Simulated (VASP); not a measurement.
# ZnO (I4cm) in VASP: settings compared

ZnO is run at these levels: r2SCAN, PBE; tasks: single point, relaxation of shape and atoms at fixed volume.

All numbers are computed with VASP 6.6.1; they aren't measurements. Logs are shortened: lines on timing, memory, paths and dates and some standing lists are left out, and cuts for length are marked.

### 1 The cell of the first run

It takes space group I4cm (No. 108, tetragonal). Conventional cell: a = 6.463 Å, b = 6.463 Å, c = 5.286 Å, α = 90.00°, β = 90.00°, γ = 90.00°. Zn (site symmetry m) has 4 O at 1.93 to 2.05 Å within 2.6 Å. O (site symmetry m) has 4 Zn at 1.93 to 2.05 Å within 2.6 Å.

### 2 Single point, r2SCAN

The input, POSCAR:

```
ZnO
1.0
   -3.2312782000      3.2312782000      2.6430731000
    3.2312782000     -3.2312782000      2.6430731000
    3.2312782000      3.2312782000     -2.6430731000
Zn O
4 4
Direct
    0.4104440000      0.9104440000      0.1983980000
    0.7120460000      0.2120460000      0.8016020000
    0.9104440000      0.7120460000      0.5000000000
    0.2120460000      0.4104440000      0.5000000000
    0.2886885000      0.0895835000      0.5000000000
    0.5895835000      0.7886885000      0.5000000000
    0.7886885000      0.2886885000      0.1991050000
    0.0895835000      0.5895835000      0.8008950000
```

The input, INCAR.step1:

```
PREC = Accurate
ENCUT = 520
ISMEAR = 0
SIGMA = 0.02
LREAL = F
LASPH = T
NELM = 100
NBANDS = 46
GGA = PE
ALGO = Normal
EDIFF = 1E-4
LWAVE = T
LCHARG = F
```

The input, INCAR.step2:

```
PREC = Accurate
ENCUT = 520
EDIFF = 1E-6
ISMEAR = 0
SIGMA = 0.02
LREAL = F
LASPH = T
NELM = 100
ALGO = Normal
ISIF = 2
LWAVE = F
LCHARG = T
METAGGA = R2SCAN
LMIXTAU = T
LELF = T
LVHAR = T
NBANDS = 46
ISTART = 1
```

The input, KPOINTS:

```
Automatic mesh
0
Gamma
  8 8 8
```

Potentials or basis: VASP PAW PBE potentials, release 64 (Zn, O).

Started as:

```console
$ cat potpaw_PBE.64/Zn/POTCAR potpaw_PBE.64/O/POTCAR > POTCAR
$ cp INCAR.step1 INCAR
$ mpirun -np 1 vasp_std > vasp.out
$ cp INCAR.step2 INCAR
$ mpirun -np 1 vasp_std > vasp.out
```

OUTCAR:

```text
PREC = Accurate
   ENCUT = 520
   EDIFF = 1E-6
   ISMEAR = 0
   LREAL = F
   LASPH = T
   NELM = 100
   ISIF = 2
   METAGGA = R2SCAN
   ISTART = 1

 ion  position               nearest neighbor table
   1  0.410  0.910  0.198-   8 1.93   7 2.00   5 2.05   6 2.05   2 2.76
   2  0.712  0.212  0.802-   7 1.93   8 2.00   5 2.05   6 2.05   1 2.76
   3  0.910  0.712  0.500-   6 1.93   5 2.00   8 2.05   7 2.05   4 2.76
   4  0.212  0.410  0.500-   5 1.93   6 2.00   8 2.05   7 2.05   3 2.76
   5  0.289  0.090  0.500-   4 1.93   3 2.00   1 2.05   2 2.05
   6  0.590  0.789  0.500-   3 1.93   4 2.00   1 2.05   2 2.05
   7  0.789  0.289  0.199-   2 1.93   1 2.00   3 2.05   4 2.05
   8  0.090  0.590  0.801-   1 1.93   2 2.00   3 2.05   4 2.05

  LATTYP: Found a body centered tetragonal cell.
 ALAT       =     6.4625564000
 C/A-ratio  =     0.8179651941

  Lattice vectors:

 A1 = (  -3.2312782000,   3.2312782000,   2.6430731000)
 A2 = (   3.2312782000,  -3.2312782000,   2.6430731000)
 A3 = (   3.2312782000,   3.2312782000,  -2.6430731000)

Analysis of symmetry for initial positions (statically):
=====================================================================
 Subroutine PRICEL returns:
 Original cell was already a primitive cell.

 Routine SETGRP: Setting up the symmetry group for a
 body centered tetragonal supercell.

 Subroutine GETGRP returns: Found  8 space group operations
 (whereof  4 operations were pure point group operations)
 out of a pool of 16 trial point group operations.

The static configuration has the point symmetry     .
 The point group associated with its full space group is C_4v.

Analysis of symmetry for dynamics (positions and initial velocities):
=====================================================================
 Subroutine PRICEL returns:
 Original cell was already a primitive cell.

 Routine SETGRP: Setting up the symmetry group for a
 body centered tetragonal supercell.

 Subroutine GETGRP returns: Found  8 space group operations
 (whereof  4 operations were pure point group operations)
 out of a pool of 16 trial point group operations.

The dynamic configuration has the point symmetry C_4v.
 The point group associated with its full space group is C_4v.

 Subroutine INISYM returns: Found  8 space group operations
 (whereof  4 operations are pure point group operations),
 and found     1 'primitive' translations

----------------------------------------------------------------------------------------

                                     Primitive cell

  volume of cell :     110.3870

  direct lattice vectors                    reciprocal lattice vectors
    -3.231278200  3.231278200  2.643073100     0.000000000  0.154737528  0.189173731
     3.231278200 -3.231278200  2.643073100     0.154737528  0.000000000  0.189173731
     3.231278200  3.231278200 -2.643073100     0.154737528  0.154737528  0.000000000

  length of vectors
     5.279029553  5.279029553  5.279029553     0.244398042  0.244398042  0.218831910

  position of ions in fractional coordinates (direct lattice)
     0.410444000  0.910444000  0.198398000
     0.712046000  0.212046000  0.801602000
     0.910444000  0.712046000  0.500000000
     0.212046000  0.410444000  0.500000000
     0.288688500  0.089583500  0.500000000
     0.589583500  0.788688500  0.500000000
     0.788688500  0.288688500  0.199105000
     0.089583500  0.589583500  0.800895000

  ion indices of the primitive-cell ions
   primitive index   ion index
                 1           1
                 2           2
                 3           3
                 4           4
                 5           5
                 6           6
                 7           7
                 8           8

----------------------------------------------------------------------------------------

 KPOINTS: Automatic mesh

Automatic generation of k-mesh.
 Grid dimensions read from file:
 generate k-points for:    8    8    8

 Generating k-lattice:

  Cartesian coordinates                     Fractional coordinates (reciprocal lattice)
[... 45 lines left out ...]
   AEXX    =    0.0000 exact exchange contribution
   IVDW    =     0    specifies the selected vdW correction
   LEPSILON=     F    determine dielectric tensor
   LRPA    =     F    only Hartree local field effects (RPA)
 non-spin polarized calculation
 Gauss-broadening in eV      SIGMA  =   0.02
  energy-cutoff  :      520.00
  volume of cell :      110.39
 maximum number of plane-waves:      2987
   NGX = 19   NGY = 19   NGZ = 19

 number of electron      71.9999945 magnetization

 Free energy of the ion-electron system (eV)
  ---------------------------------------------------
  ext. energy  EPLUGINS =         0.00000000
  ---------------------------------------------------
  free energy    TOTEN  =       -71.82685962 eV

  energy without entropy =      -71.82685962  energy(sigma->0) =      -71.82685962

 E-fermi :  -0.0612     XC(G=0): -10.6144

 val. band max:       -0.1522885950   @ k =   0.0000   0.0000   0.0000
 cond. band min:       1.1442662769   @ k =   0.0000   0.0000   0.0000
 fundamental gap:      1.2965548719
 Fermi energy:        -0.0612459275

 k-point     1 :       0.0000    0.0000    0.0000
  band No.  band energies     occupation
      1     -18.8851      2.00000
      2     -18.2004      2.00000
      3     -17.9688      2.00000
      4     -17.9688      2.00000
      5      -6.3543      2.00000
      6      -5.8276      2.00000
[... 38 lines left out ...]
     45       9.4846      0.00000
     46      10.1603      0.00000

 k-point     2 :       0.1250    0.0000    0.0000
  band No.  band energies     occupation
      1     -18.8494      2.00000
      2     -18.2098      2.00000
      3     -17.9850      2.00000
      4     -17.9797      2.00000
      5      -6.3777      2.00000
      6      -5.8674      2.00000
[... 38 lines left out ...]
     45       9.4714      0.00000
     46      10.3365      0.00000

 k-point     3 :       0.2500    0.0000    0.0000
  band No.  band energies     occupation
      1     -18.7492      2.00000
      2     -18.2420      2.00000
      3     -18.0257      2.00000
      4     -18.0076      2.00000
      5      -6.4217      2.00000
      6      -5.9793      2.00000
[... 1018 lines left out ...]
     45      10.0525      0.00000
     46      10.5832      0.00000

 k-point    24 :       0.3750    0.1250    0.1250
  band No.  band energies     occupation
      1     -18.4397      2.00000
      2     -18.4397      2.00000
      3     -18.0743      2.00000
      4     -18.0742      2.00000
      5      -6.3904      2.00000
      6      -6.3904      2.00000
[... 38 lines left out ...]
     45      10.2117      0.00000
     46      10.2117      0.00000

 [... further k-points ...]
[... 5 lines left out ...]
  --------------------------------------------------------------------------------------
  -------------------------------------------------------------------------------------
  Total       -2.7872130     -2.7872130     -3.0957019      0.0000000      0.0000000      0.0000000
  in kB      -40.4541313    -40.4541313    -44.9315959      0.0000000      0.0000000      0.0000000
  external PRESSURE =     -41.9466195 kB  Pullay stress =       0.0000000 kB

 VOLUME and BASIS-vectors are now :
 -----------------------------------------------------------------------------
  energy-cutoff  :      520.00
  volume of cell :      110.39
      direct lattice vectors                 reciprocal lattice vectors
    -3.231278200  3.231278200  2.643073100     0.000000000  0.154737528  0.189173731
     3.231278200 -3.231278200  2.643073100     0.154737528  0.000000000  0.189173731
     3.231278200  3.231278200 -2.643073100     0.154737528  0.154737528  0.000000000

 POSITION                                       TOTAL-FORCE (eV/Angst)
 -----------------------------------------------------------------------------------
      2.25672     -0.97456      2.96682         0.040283      0.040283     -0.006818
      0.97456      4.20584      0.32375        -0.040283     -0.040283     -0.006818
      0.97456      2.25672      2.96682        -0.040283      0.040283     -0.006818
      2.25672      0.97456      0.32375         0.040283     -0.040283     -0.006818
      0.97228      2.25900     -0.32174        -0.031352      0.031352      0.006818
      2.25900      0.97228      2.32134         0.031352     -0.031352      0.006818
     -0.97228      2.25900      2.32134         0.031352      0.031352      0.006818
      4.20355      0.97228     -0.32174        -0.031352     -0.031352      0.006818
 -----------------------------------------------------------------------------------
    total drift:                                0.000618      0.000618     -0.081191

  FREE ENERGIE OF THE ION-ELECTRON SYSTEM (eV)
  ---------------------------------------------------
  free  energy   TOTEN  =       -71.8268596195 eV

  energy  without entropy=      -71.8268596195  energy(sigma->0) =      -71.82685962
```

Run time: 32 min. Hardware: 1 thread of Intel Xeon 8259CL, shared host; peak memory 0.4 GiB.

Results:

- Free energy: -71.8269 eV
- Pressure: -4.2 GPa
- Largest force: 0.057 eV/Å
- Band gap on the k mesh: 1.30 eV

Forces on the atoms (eV/Å):
```
Zn   0.040  0.040 -0.007
Zn  -0.040 -0.040 -0.007
Zn  -0.040  0.040 -0.007
Zn   0.040 -0.040 -0.007
O   -0.031  0.031  0.007
O    0.031 -0.031  0.007
O    0.031  0.031  0.007
O   -0.031 -0.031  0.007
```

Caveat: the cell stands under tension; the PAW data sets were made with another functional, which shifts forces and pressure a little. A k mesh can miss the band edges.

### 3 Single point, PBE (14.63 Å³/atom)

This run uses another cell than the first one, of 14.63 Å³/atom.

The input, INCAR:

```
SYSTEM = ZnO
PREC     = Accurate       ! precision mode
ENCUT    = 520            ! plane-wave cutoff, eV
EDIFF    = 1E-7           ! SCF threshold, eV
ISMEAR   = 0              ! smearing method
SIGMA    = 0.02           ! smearing width, eV
LREAL    = .FALSE.        ! projectors in reciprocal space
LASPH    = .TRUE.         ! aspherical terms in the spheres
NELM     = 80             ! most SCF steps
ALGO     = Normal         ! electronic algorithm
ISIF     = 2              ! what is computed and relaxed
LWAVE    = .FALSE.        ! write WAVECAR
LCHARG   = .FALSE.        ! write CHGCAR
GGA      = PE             ! functional
NBANDS   = 46             ! bands
```

The input, KPOINTS:

```
regular mesh
0
G
  8 8 8
  0 0 0
```

The input, POSCAR:

```
ZnO
1.0
   -3.2946968778      3.2946968778      2.6948389294
    3.2946968778     -3.2946968778      2.6948389294
    3.2946968778      3.2946968778     -2.6948389294
Zn O
4 4
Direct
    0.4110822639      0.9110822639      0.1989053312
    0.7121769327      0.2121769327      0.8010946688
    0.9110822639      0.7121769327      0.5000000000
    0.2121769327      0.4110822639      0.5000000000
    0.2883274362      0.0891753672      0.5000000000
    0.5891753672      0.7883274362      0.5000000000
    0.7883274362      0.2883274362      0.1991520690
    0.0891753672      0.5891753672      0.8008479310
```

Potentials or basis: VASP PAW PBE potentials, release 64 (Zn, O).

Started as:

```console
$ cat potpaw_PBE.64/Zn/POTCAR potpaw_PBE.64/O/POTCAR > POTCAR
$ mpirun -np 1 vasp_std > vasp.out
```

Run time: 4.2 min. Hardware: 1 thread of Oxide Virtual Turin-like, shared host; peak memory 0.35 GiB.

It converged, with:

```yaml
Free_energy: -35.0578 eV
Pressure: -5.2 GPa
Largest_force: 0.009 eV/Å
Band_gap_on_the_k_mesh: 0.83 eV
```

Forces in eV/Å, atoms in the order of the input:
```
Zn   0.006  0.006 -0.001
Zn  -0.006 -0.006 -0.001
Zn  -0.006  0.006 -0.001
Zn   0.006 -0.006 -0.001
O   -0.007  0.007  0.001
O    0.007 -0.007  0.001
O    0.007  0.007  0.001
O   -0.007 -0.007  0.001
```

Levels at points of the mesh, in eV from the valence-band top:
| k point | band 34 | band 35 | band 36 | band 37 | band 38 | band 39 |
| --- | --- | --- | --- | --- | --- | --- |
| (0.00, 0.00, 0.00) | -0.10 | -0.10 | 0.00 | 0.83 | 7.06 | 7.37 |
| (0.50, 0.00, 0.00) | -1.04 | -0.75 | -0.75 | 4.37 | 4.37 | 5.98 |
| (0.50, 0.50, 0.00) | -0.67 | -0.51 | -0.35 | 3.33 | 4.35 | 6.88 |
| (0.50, 0.50, 0.50) | -0.75 | -0.75 | -0.23 | 4.98 | 4.98 | 4.98 |

Caveat: the cell stands under tension. A k mesh can miss the band edges.

### 4 Single point, PBE (15.18 Å³/atom)

This run uses another cell than the first one, of 15.18 Å³/atom.

The input, INCAR:

```
PREC     = Accurate       # precision mode
ENCUT    = 520            # plane-wave cutoff, eV
EDIFF    = 1E-7           # SCF threshold, eV
ISMEAR   = 0              # smearing method
SIGMA    = 0.02           # smearing width, eV
LREAL    = False          # projectors in reciprocal space
LASPH    = True           # aspherical terms in the spheres
NELM     = 60             # most SCF steps
ALGO     = Normal         # electronic algorithm
ISIF     = 2              # what is computed and relaxed
LWAVE    = False          # write WAVECAR
LCHARG   = False          # write CHGCAR
GGA      = PE             # functional
NBANDS   = 46             # bands
```

The input, KPOINTS:

```
Automatic mesh
0
Gamma
  8 8 8
```

The input, POSCAR:

```
ZnO
1.0
   -3.3361972504      3.3361972504      2.7273892279
    3.3361972504     -3.3361972504      2.7273892279
    3.3361972504      3.3361972504     -2.7273892279
Zn O
4 4
Direct
    0.4115709401      0.9115709401      0.1993666773
    0.7122042629      0.2122042629      0.8006333227
    0.9115709401      0.7122042629      0.5000000000
    0.2122042629      0.4115709401      0.5000000000
    0.2880808360      0.0889059610      0.5000000000
    0.5889059610      0.7880808360      0.5000000000
    0.7880808360      0.2880808360      0.1991748751
    0.0889059610      0.5889059610      0.8008251249
```

Started as:

```console
$ cat potpaw_PBE.64/Zn/POTCAR potpaw_PBE.64/O/POTCAR > POTCAR
$ mpirun -np 1 vasp_std > vasp.out
```

Wall time 4.9 min (1 thread of Oxide Virtual Turin-like, shared host); peak memory 0.36 GiB.

It converged, with:

```
Free energy            : -34.8745 eV
Pressure               : -8.2 GPa
Largest force          : 0.005 eV/Å
Band gap on the k mesh : 0.77 eV
```

Forces in eV/Å, atoms in the order of the input:
```
Zn   0.001  0.001 -0.001
Zn  -0.001 -0.001 -0.001
Zn  -0.001  0.001 -0.001
Zn   0.001 -0.001 -0.001
O   -0.004  0.004  0.001
O    0.004 -0.004  0.001
O    0.004  0.004  0.001
O   -0.004 -0.004  0.001
```

Levels at points of the mesh, in eV from the valence-band top:
```
           k point  band 33  band 34  band 35  band 36  band 37  band 38  band 39  band 40
(0.00, 0.00, 0.00)    -0.88    -0.10    -0.10     0.00     0.77     7.07     7.13     7.13
(0.50, 0.00, 0.00)    -0.99    -0.99    -0.71    -0.71     4.27     4.27     5.87     5.87
(0.50, 0.50, 0.00)    -0.81    -0.62    -0.49    -0.33     3.20     4.31     6.65     6.85
(0.50, 0.50, 0.50)    -0.96    -0.71    -0.71    -0.20     4.83     4.84     4.84     5.88
```

Caveat: the cell stands under tension; semilocal functionals underestimate gaps, and a narrow one can read as zero.

### 5 Relaxation of shape and atoms at fixed volume, PBE (15.18 Å³/atom)

This run uses another cell than the first one, of 15.18 Å³/atom.

The input, INCAR:

```
ALGO = Normal
EDIFF = 1E-6
EDIFFG = -0.01
ENCUT = 600
GGA = PE
IBRION = 2
ISIF = 4
ISMEAR = 0
LASPH = True
LCHARG = False
LREAL = False
LWAVE = False
NELM = 60
NSW = 50
PREC = Accurate
SIGMA = 0.02
```

The input, KPOINTS:

```
k-points
0
Gamma
  8 8 8
```

The input, POSCAR:

```
ZnO
1.0
   -3.3356289746      3.3356289746      2.7283186127
    3.3356289746     -3.3356289746      2.7283186127
    3.3356289746      3.3356289746     -2.7283186127
Zn O
4 4
Direct
    0.4110822639      0.9110822639      0.1989053312
    0.7121769327      0.2121769327      0.8010946688
    0.9110822639      0.7121769327      0.5000000000
    0.2121769327      0.4110822639      0.5000000000
    0.2883274362      0.0891753672      0.5000000000
    0.5891753672      0.7883274362      0.5000000000
    0.7883274362      0.2883274362      0.1991520690
    0.0891753672      0.5891753672      0.8008479310
```

Started as:

```console
$ cat potpaw_PBE.64/Zn/POTCAR potpaw_PBE.64/O/POTCAR > POTCAR
$ mpirun -np 1 vasp_std > vasp.out
```

Run time: 14 min. Hardware: 1 thread of Oxide Virtual Turin-like, shared host; peak memory 0.48 GiB.

Results (log left out):

| Quantity | Value |
| --- | --- |
| Free energy | -34.8811 eV |
| Energy gained by relaxing | 0.0 meV/atom |
| Ionic steps | 2 |
| Pressure after relaxing | -8.4 GPa |
| Largest force after relaxing | 0.008 eV/Å |
| Band gap on the k mesh | 0.77 eV |

Forces in eV/Å, atoms in the order of the input:
```
Zn   0.004  0.004  0.005
Zn  -0.004 -0.004  0.005
Zn  -0.004  0.004  0.005
Zn   0.004 -0.004  0.005
O    0.001 -0.001 -0.005
O   -0.001  0.001 -0.005
O   -0.001 -0.001 -0.005
O    0.001  0.001 -0.005
```

Step by step:
| step | energy change (eV) | largest force (eV/Å) | pressure (GPa) | volume (Å³) |
| --- | --- | --- | --- | --- |
| 1 | 0.0000 | 0.0295 | -8.40 | 121.43 |
| 2 | -0.0002 | 0.0081 | -8.38 | 121.43 |

Final structure:
```xyz
8
Lattice="-3.3361 3.3361 2.7276 3.3361 -3.3361 2.7276 3.3361 3.3361 -2.7276" Properties=species:S:1:pos:R:3 pbc="T T T"
Zn    2.3325   -1.0036    3.0645
Zn    1.0036    4.3397    0.3369
Zn    1.0036    2.3325    3.0645
Zn    2.3325    1.0036    0.3369
O     1.0029    2.3332   -0.3348
O     2.3332    1.0029    2.3928
O    -1.0029    2.3332    2.3928
O     4.3390    1.0029   -0.3348
```

Levels at points of the mesh, in eV from the valence-band top:
| k point | band 32 | band 33 | band 34 | band 35 | band 36 | band 37 | band 38 | band 39 | band 40 | band 41 |
| --- | --- | --- | --- | --- | --- | --- | --- | --- | --- | --- |
| (0.00, 0.00, 0.00) | -1.17 | -0.87 | -0.10 | -0.10 | 0.00 | 0.77 | 7.07 | 7.13 | 7.13 | 7.23 |
| (0.50, 0.00, 0.00) | -1.23 | -0.98 | -0.98 | -0.71 | -0.71 | 4.27 | 4.27 | 5.87 | 5.87 | 7.44 |
| (0.50, 0.50, 0.00) | -1.35 | -0.81 | -0.62 | -0.49 | -0.33 | 3.21 | 4.31 | 6.65 | 6.85 | 7.24 |
| (0.50, 0.50, 0.50) | -0.96 | -0.96 | -0.71 | -0.71 | -0.20 | 4.83 | 4.84 | 4.84 | 5.89 | 6.12 |

Caveat: semilocal functionals underestimate gaps, and a narrow one can read as zero.

### 6 Summary

```csv
task,level,cell,cutoff (eV),gap on the mesh (eV),pressure (GPa),largest force (eV/Å)
single point,r2SCAN,"a = 5.279 Å, angles 104.5, 104.5, 119.9°, 8 atoms, atomic positions A",520,1.30,-4.2,0.06
single point,PBE,"a = 5.383 Å, angles 104.5, 104.5, 119.9°, 8 atoms, atomic positions B",520,0.83,-5.2,0.01
single point,PBE,"a = 5.450 Å, angles 104.5, 104.5, 119.9°, 8 atoms, atomic positions C",520,0.77,-8.2,0.01
relaxation of shape and atoms at fixed volume,PBE,"relaxed from a = 5.449 Å, angles 104.5, 104.5, 119.9°, 8 atoms, atomic positions B",600,0.77,-8.4,0.01
```

Alike in all rows: potentials or basis VASP PAW PBE potentials, release 64 (Zn, O); no spin polarisation; k mesh 8 × 8 × 8; smearing gaussian 0.02 eV.

Caveats: the cell stands under tension (at least some runs); semilocal functionals underestimate gaps, and a narrow one can read as zero (at least some runs); the PAW data sets were made with another functional, which shifts forces and pressure a little (at least some runs).

Total energies depend on the potentials used, so only differences within one code and one set of settings carry meaning.
